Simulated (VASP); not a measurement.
# Cu3N (Pm-3m) in VASP: a series of runs

The runs below take Cu3N through single point, relaxation of cell and atoms, with PBE.

Program: VASP 6.6.1. These are calculated values, not measurements. Logs are shortened: lines on timing, memory, paths and dates and some standing lists are left out, and cuts for length are marked.

## (1) The cell of the first run

The structure is cubic, space group Pm-3m (No. 221). Conventional cell: a = 3.827 Å, b = 3.827 Å, c = 3.827 Å, α = 90.00°, β = 90.00°, γ = 90.00°. Within 2.5 Å of Cu (site symmetry 4/mmm) lie 2 N at 1.91 Å. N (site symmetry m-3m) has 6 Cu at 1.91 Å within 2.5 Å.

## (2) Single point, PBE

INCAR reads:

```
SYSTEM = Cu3N
PREC     = Accurate       ! precision mode
ENCUT    = 600            ! plane-wave cutoff, eV
EDIFF    = 1E-6           ! SCF threshold, eV
ISMEAR   = 0              ! smearing method
SIGMA    = 0.01           ! smearing width, eV
LREAL    = .False.        ! projectors in reciprocal space
LASPH    = .True.         ! aspherical terms in the spheres
NELM     = 120            ! most SCF steps
ALGO     = Normal         ! electronic algorithm
ISIF     = 2              ! what is computed and relaxed
LWAVE    = .False.        ! write WAVECAR
LCHARG   = .False.        ! write CHGCAR
GGA      = PE             ! functional
NBANDS   = 27             ! bands
GGA_COMPAT= .False.
```

KPOINTS reads:

```
regular mesh
0
Gamma
  10 10 10
  0 0 0
```

POSCAR reads:

```
Cu3N
1.0
    3.8272904604      0.0000000000      0.0000000000
    0.0000000000      3.8272904604      0.0000000000
    0.0000000000      0.0000000000      3.8272904604
Cu N
3 1
Direct
    0.5000000000      0.0000000000      0.0000000000
    0.0000000000      0.5000000000      0.0000000000
    0.0000000000      0.0000000000      0.5000000000
    0.0000000000      0.0000000000      0.0000000000
```

Potentials or basis: VASP PAW PBE potentials, release 64 (Cu, N).

The run is started by

```console
$ cat potpaw_PBE.64/Cu/POTCAR potpaw_PBE.64/N/POTCAR > POTCAR
$ mpirun -np 1 vasp_std > vasp.out
```

OUTCAR:

```text
SYSTEM = Cu3N
   PREC = Accurate
   ENCUT = 600
   EDIFF = 1E-6
   ISMEAR = 0
   LREAL = .False.
   LASPH = .True.
   NELM = 120
   ISIF = 2
   GGA = PE

 ion  position               nearest neighbor table
   1  0.500  0.000  0.000-   4 1.91   4 1.91   2 2.71   3 2.71   2 2.71   2 2.71   3 2.71   3 2.71
                             3 2.71   2 2.71
   2  0.000  0.500  0.000-   4 1.91   4 1.91   1 2.71   3 2.71   1 2.71   3 2.71   3 2.71   3 2.71
                             1 2.71   1 2.71
   3  0.000  0.000  0.500-   4 1.91   4 1.91   1 2.71   1 2.71   2 2.71   2 2.71   2 2.71   2 2.71
                             1 2.71   1 2.71
   4  0.000  0.000  0.000-   1 1.91   2 1.91   3 1.91   3 1.91   2 1.91   1 1.91

  LATTYP: Found a simple cubic cell.
 ALAT       =     3.8272904604

  Lattice vectors:

 A1 = (   3.8272904604,   0.0000000000,   0.0000000000)
 A2 = (   0.0000000000,   3.8272904604,   0.0000000000)
 A3 = (   0.0000000000,   0.0000000000,   3.8272904604)

Analysis of symmetry for initial positions (statically):
=====================================================================
 Subroutine PRICEL returns:
 Original cell was already a primitive cell.

 Routine SETGRP: Setting up the symmetry group for a
 simple cubic supercell.

 Subroutine GETGRP returns: Found 48 space group operations
 (whereof 48 operations were pure point group operations)
 out of a pool of 48 trial point group operations.

The static configuration has the point symmetry O_h .

Analysis of symmetry for dynamics (positions and initial velocities):
=====================================================================
 Subroutine PRICEL returns:
 Original cell was already a primitive cell.

 Routine SETGRP: Setting up the symmetry group for a
 simple cubic supercell.

 Subroutine GETGRP returns: Found 48 space group operations
 (whereof 48 operations were pure point group operations)
 out of a pool of 48 trial point group operations.

The dynamic configuration has the point symmetry O_h .

 Subroutine INISYM returns: Found 48 space group operations
 (whereof 48 operations are pure point group operations),
 and found     1 'primitive' translations

----------------------------------------------------------------------------------------

                                     Primitive cell

  volume of cell :      56.0627

  direct lattice vectors                    reciprocal lattice vectors
     3.827290460  0.000000000  0.000000000     0.261281450  0.000000000  0.000000000
     0.000000000  3.827290460  0.000000000     0.000000000  0.261281450  0.000000000
     0.000000000  0.000000000  3.827290460     0.000000000  0.000000000  0.261281450

  length of vectors
     3.827290460  3.827290460  3.827290460     0.261281450  0.261281450  0.261281450

  position of ions in fractional coordinates (direct lattice)
     0.500000000  0.000000000  0.000000000
     0.000000000  0.500000000  0.000000000
     0.000000000  0.000000000  0.500000000
     0.000000000  0.000000000  0.000000000

  ion indices of the primitive-cell ions
   primitive index   ion index
                 1           1
                 2           2
                 3           3
                 4           4

----------------------------------------------------------------------------------------

 KPOINTS: regular mesh

Automatic generation of k-mesh.
 Grid dimensions read from file:
 generate k-points for:   10   10   10

 Generating k-lattice:

  Cartesian coordinates                     Fractional coordinates (reciprocal lattice)
     0.026128145  0.000000000  0.000000000     0.100000000  0.000000000  0.000000000
     0.000000000  0.026128145  0.000000000     0.000000000  0.100000000  0.000000000
     0.000000000  0.000000000  0.026128145     0.000000000  0.000000000  0.100000000

  Length of vectors
     0.026128145  0.026128145  0.026128145

  Shift w.r.t. Gamma in fractional coordinates (k-lattice)
     0.000000000  0.000000000  0.000000000

 Subroutine IBZKPT returns following result:
 ===========================================

 Found     56 irreducible k-points:

 Following reciprocal coordinates:
            Coordinates               Weight
  0.000000  0.000000  0.000000      1.000000
  0.100000  0.000000  0.000000      6.000000
  0.200000  0.000000  0.000000      6.000000
  0.300000  0.000000  0.000000      6.000000
  0.400000  0.000000  0.000000      6.000000
  0.500000  0.000000  0.000000      3.000000
[... 16 lines left out ...]
  0.200000  0.100000  0.100000     24.000000
  0.300000  0.100000  0.100000     24.000000
 [... further k-points ...]
   k-points           NKPTS =     56   k-points in BZ     NKDIM =     56   number of bands    NBANDS=     27
   number of dos      NEDOS =    301   number of ions     NIONS =      4
   total plane-waves  NPLWV =  32768
   dimension x,y,z NGX =    32 NGY =   32 NGZ =   32
   dimension x,y,z NGXF=    64 NGYF=   64 NGZF=   64
   ions per type =               3   1
   NGX,Y,Z   is equivalent  to a cutoff of  13.90, 13.90, 13.90 a.u.
   NGXF,Y,Z  is equivalent  to a cutoff of  27.80, 27.80, 27.80 a.u.
 SYSTEM =  Cu3N
   PREC   = accura    normal or accurate (medium, high low for compatibility)
   ISTART =      0    job   : 0-new  1-cont  2-samecut
   ICHARG =      2    charge: 1-file 2-atom 10-const
   ISPIN  =      1    spin polarized calculation?
   LNONCOLLINEAR =      F non collinear calculations
   LSORBIT =      F    spin-orbit coupling
   LASPH  =      T    aspherical Exc in radial PAW
   ENCUT  =  600.0 eV  44.10 Ry    6.64 a.u.   7.64  7.64  7.64*2*pi/ulx,y,z
   NELM   =    120;   NELMIN=  2; NELMDL= -5     # of ELM steps
   EDIFF  = 0.1E-05   stopping-criterion for ELM
   LREAL  =      F    real-space projection
   EDIFFG = 0.1E-04   stopping-criterion for IOM
   NSW    =      0    number of steps for IOM
   IBRION =     -1    ionic relax: 0-MD 1-quasi-New 2-CG
   NFREE  =      0    steps in history (QN), initial steepest desc. (CG)
   ISIF   =      2    stress and relaxation
   ISYM   =      2    0-nonsym 1-usesym 2-fastsym
   POTIM  = 0.5000    time-step for ionic-motion
   TEBEG  =    0.0;   TEEND  =   0.0 temperature during run
   PSTRESS=    0.0 pullay stress
   NELECT =      38.0000    total number of electrons
   NUPDOWN=      -1.0000    fix difference up-down
   EMIN   =  10.00;   EMAX   =-10.00  energy-range for DOS
   EFERMI =   0.00;   METHOD = LEGACY
   ISMEAR =     0;   SIGMA  =   0.01  broadening in eV -4-tet -1-fermi 0-gaus
   EFERMI_NEDOS =   21; number of points for ismear=-14 and -15
   IALGO  =     38    algorithm
   IMIX   =      4    mixing-type and parameters
     AMIX     =   0.40;   BMIX     =  1.00
     AMIX_MAG =   1.60;   BMIX_MAG =  1.00
  volume/ion in A,a.u.               =      14.02        94.58
  Fermi-wavevector in a.u.,A,eV,Ry     =   1.438063  2.717545 28.137195  2.068025
  Thomas-Fermi vector in A             =   2.557071
   LORBIT       =      0    0 simple, 1 ext, 2 COOP (PROOUT), +10 PAW based schemes
   GGA     = PE    functional components
   LHFCALC =     F    Hartree Fock is set to
   AEXX    =    0.0000 exact exchange contribution
   IVDW    =     0    specifies the selected vdW correction
   LEPSILON=     F    determine dielectric tensor
   LRPA    =     F    only Hartree local field effects (RPA)
 non-spin polarized calculation
 Gauss-broadening in eV      SIGMA  =   0.01
  energy-cutoff  :      600.00
  volume of cell :       56.06
 maximum number of plane-waves:      1888
 NGX is ok and might be reduce to    32
   NGX = 15   NGY = 15   NGZ = 15

 number of electron      37.9999975 magnetization

 Free energy of the ion-electron system (eV)
  ---------------------------------------------------
  ext. energy  EPLUGINS =         0.00000000
  ---------------------------------------------------
  free energy    TOTEN  =       -18.39190189 eV

  energy without entropy =      -18.39190189  energy(sigma->0) =      -18.39190189

 E-fermi :   4.8485     XC(G=0): -10.7366

 val. band max:        4.8005095977   @ k =   0.5000   0.5000   0.5000
 cond. band min:       5.0469900336   @ k =   0.5000   0.5000   0.0000
 fundamental gap:      0.2464804359
 Fermi energy:         4.8484867015

 k-point     1 :       0.0000    0.0000    0.0000
  band No.  band energies     occupation
      1     -11.9198      2.00000
      2      -0.3616      2.00000
      3       0.1048      2.00000
      4       0.1048      2.00000
      5       0.1048      2.00000
      6       1.0100      2.00000
[... 19 lines left out ...]
     26      16.9830      0.00000
     27      16.9831      0.00000

 k-point     2 :       0.1000    0.0000    0.0000
  band No.  band energies     occupation
      1     -11.8839      2.00000
      2      -0.5079      2.00000
      3      -0.0461      2.00000
      4      -0.0075      2.00000
      5      -0.0075      2.00000
      6       1.0203      2.00000
[... 19 lines left out ...]
     26      16.3785      0.00000
     27      16.5191      0.00000

 k-point     3 :       0.2000    0.0000    0.0000
  band No.  band energies     occupation
      1     -11.7869      2.00000
      2      -1.1710      2.00000
      3      -0.2241      2.00000
      4      -0.2241      2.00000
      5       0.0793      2.00000
      6       1.0479      2.00000
[... 19 lines left out ...]
     26      15.1574      0.00000
     27      15.6399      0.00000

 k-point     4 :       0.3000    0.0000    0.0000
  band No.  band energies     occupation
      1     -11.6607      2.00000
      2      -1.8855      2.00000
      3      -0.4221      2.00000
      4      -0.4221      2.00000
      5       0.3888      2.00000
      6       1.0837      2.00000
[... 19 lines left out ...]
     26      14.2541      0.00000
     27      14.8151      0.00000
[... 516 lines left out ...]
      4      -0.4391      2.00000
      5       0.1230      2.00000
      6       1.1475      2.00000
[... 19 lines left out ...]
     26      15.2259      0.00000
     27      15.2259      0.00000

 k-point    23 :       0.2000    0.1000    0.1000
  band No.  band energies     occupation
      1     -11.7147      2.00000
      2      -1.2214      2.00000
      3      -0.6449      2.00000
      4      -0.5966      2.00000
      5       0.2697      2.00000
      6       1.1734      2.00000
[... 19 lines left out ...]
     26      14.1800      0.00000
     27      14.7779      0.00000

 k-point    24 :       0.3000    0.1000    0.1000
  band No.  band energies     occupation
      1     -11.5881      2.00000
      2      -1.9177      2.00000
      3      -0.7637      2.00000
      4      -0.7555      2.00000
      5       0.5462      2.00000
      6       1.2155      2.00000
[... 19 lines left out ...]
     26      13.9809      0.00000
     27      15.0215      0.00000

 [... further k-points ...]
[... 5 lines left out ...]
  --------------------------------------------------------------------------------------
  -------------------------------------------------------------------------------------
  Total        0.2693104      0.2693104      0.2693104     -0.0000000      0.0000000     -0.0000000
  in kB        7.6964318      7.6964318      7.6964318     -0.0000000      0.0000000     -0.0000000
  external PRESSURE =       7.6964318 kB  Pullay stress =       0.0000000 kB

 VOLUME and BASIS-vectors are now :
 -----------------------------------------------------------------------------
  energy-cutoff  :      600.00
  volume of cell :       56.06
      direct lattice vectors                 reciprocal lattice vectors
     3.827290460  0.000000000  0.000000000     0.261281450  0.000000000  0.000000000
     0.000000000  3.827290460  0.000000000     0.000000000  0.261281450  0.000000000
     0.000000000  0.000000000  3.827290460     0.000000000  0.000000000  0.261281450

 POSITION                                       TOTAL-FORCE (eV/Angst)
 -----------------------------------------------------------------------------------
      1.91365      0.00000      0.00000         0.000000      0.000000      0.000000
      0.00000      1.91365      0.00000         0.000000      0.000000      0.000000
      0.00000      0.00000      1.91365         0.000000      0.000000      0.000000
      0.00000      0.00000      0.00000         0.000000      0.000000      0.000000
 -----------------------------------------------------------------------------------
    total drift:                                0.000000      0.000000     -0.000000

  FREE ENERGIE OF THE ION-ELECTRON SYSTEM (eV)
  ---------------------------------------------------
  free  energy   TOTEN  =       -18.3919018859 eV

  energy  without entropy=      -18.3919018859  energy(sigma->0) =      -18.39190189
```

Run time: 57 s. Hardware: 1 thread of Intel Xeon Platinum 8259CL at 2.50GHz (Skylake/Cascade Lake), shared host; peak memory 0.22 GiB.

Results:

- Free energy: -18.3919 eV
- Pressure: 0.8 GPa
- Band gap on the k mesh: 0.25 eV (least direct gap 0.79 eV)

Levels at points of the mesh, in eV from the valence-band top:
```tsv
k point	band 15	band 16	band 17	band 18	band 19	band 20	band 21	band 22	band 23	band 24
(0.00, 0.00, 0.00)	-2.31	-1.79	-1.79	-1.79	-1.76	0.97	5.25	5.25	6.60	6.60
(0.50, 0.00, 0.00)	-2.30	-2.14	-1.79	-1.38	-1.38	1.54	3.33	6.71	7.19	7.19
(0.50, 0.50, 0.00)	-2.36	-2.10	-1.05	-1.05	-0.67	0.25	3.53	4.81	4.81	8.17
(0.50, 0.50, 0.50)	-1.83	-1.83	0.00	0.00	0.00	0.87	0.87	0.87	6.15	7.95
```

A k mesh can miss the band edges.

## (3) Relaxation of cell and atoms, PBE

This run uses another cell than the first one, of 13.79 Å³/atom.

INCAR reads:

```
PREC = Accurate
ENCUT = 600
EDIFF = 1E-7
ISMEAR = 0
SIGMA = 0.01
LREAL = False
LASPH = True
NELM = 120
ALGO = Normal
ISIF = 3
LWAVE = False
LCHARG = False
GGA = PE
IBRION = 2
NSW = 100
EDIFFG = -0.005
GGA_COMPAT = False
NELMIN = 4
```

KPOINTS reads:

```
Automatic mesh
0
Gamma
  10 10 10
```

POSCAR reads:

```
Cu3N
1.0
    3.8070000000      0.0000000000      0.0000000000
    0.0000000000      3.8070000000      0.0000000000
    0.0000000000      0.0000000000      3.8070000000
Cu N
3 1
Direct
    0.5000000000      0.0000000000      0.0000000000
    0.0000000000      0.5000000000      0.0000000000
    0.0000000000      0.0000000000      0.5000000000
    0.0000000000      0.0000000000      0.0000000000
```

Potentials or basis: VASP PAW PBE potentials, release 64 (Cu, N).

The run is started by

```console
$ cat potpaw_PBE.64/Cu/POTCAR potpaw_PBE.64/N/POTCAR > POTCAR
$ mpirun -np 1 vasp_std > vasp.out
```

Run time: 3.1 min. Hardware: 1 thread of Intel Xeon Platinum 8259CL at 2.50GHz (Skylake/Cascade Lake), shared host; peak memory 0.22 GiB.

The run converged. Its results:

| Quantity | Value |
| --- | --- |
| Free energy | -18.3917 eV |
| Relaxed volume | 14.08 Å³/atom |
| Relaxed cell | a = 3.833 Å, b = 3.833 Å, c = 3.833 Å, α = 90.00°, β = 90.00°, γ = 90.00° |
| Space group after relaxing (to 0.1 Å) | Pm-3m (No. 221) |
| Energy gained by relaxing | 2.2 meV/atom |
| Ionic steps | 3 |
| Pressure after relaxing | 0.0 GPa |
| Band gap on the k mesh | 0.26 eV (least direct gap 0.80 eV) |

The path:
| step | energy change (eV) | largest force (eV/Å) | pressure (GPa) | volume (Å³) |
| --- | --- | --- | --- | --- |
| 1 | 0.0000 | 0.0000 | 2.48 | 55.18 |
| 2 | -0.0068 | 0.0000 | -1.13 | 56.90 |
| 3 | -0.0088 | 0.0000 | 0.00 | 56.33 |

Final structure:
```
Cu N
1.0
     3.83339    0.00000    0.00000
     0.00000    3.83339    0.00000
     0.00000    0.00000    3.83339
Cu N
3 1
Direct
  0.50000 0.00000 0.00000
  0.00000 0.50000 0.00000
  0.00000 0.00000 0.50000
  0.00000 0.00000 0.00000
```

Levels at points of the mesh, in eV from the valence-band top:
| k point | band 15 | band 16 | band 17 | band 18 | band 19 | band 20 | band 21 | band 22 | band 23 |
| --- | --- | --- | --- | --- | --- | --- | --- | --- | --- |
| (0.00, 0.00, 0.00) | -2.29 | -1.78 | -1.78 | -1.78 | -1.74 | 0.96 | 5.23 | 5.23 | 6.59 |
| (0.50, 0.00, 0.00) | -2.28 | -2.12 | -1.78 | -1.37 | -1.37 | 1.53 | 3.32 | 6.68 | 7.18 |
| (0.50, 0.50, 0.00) | -2.34 | -2.09 | -1.04 | -1.04 | -0.66 | 0.26 | 3.51 | 4.80 | 4.80 |
| (0.50, 0.50, 0.50) | -1.82 | -1.82 | 0.00 | 0.00 | 0.00 | 0.88 | 0.88 | 0.88 | 6.15 |
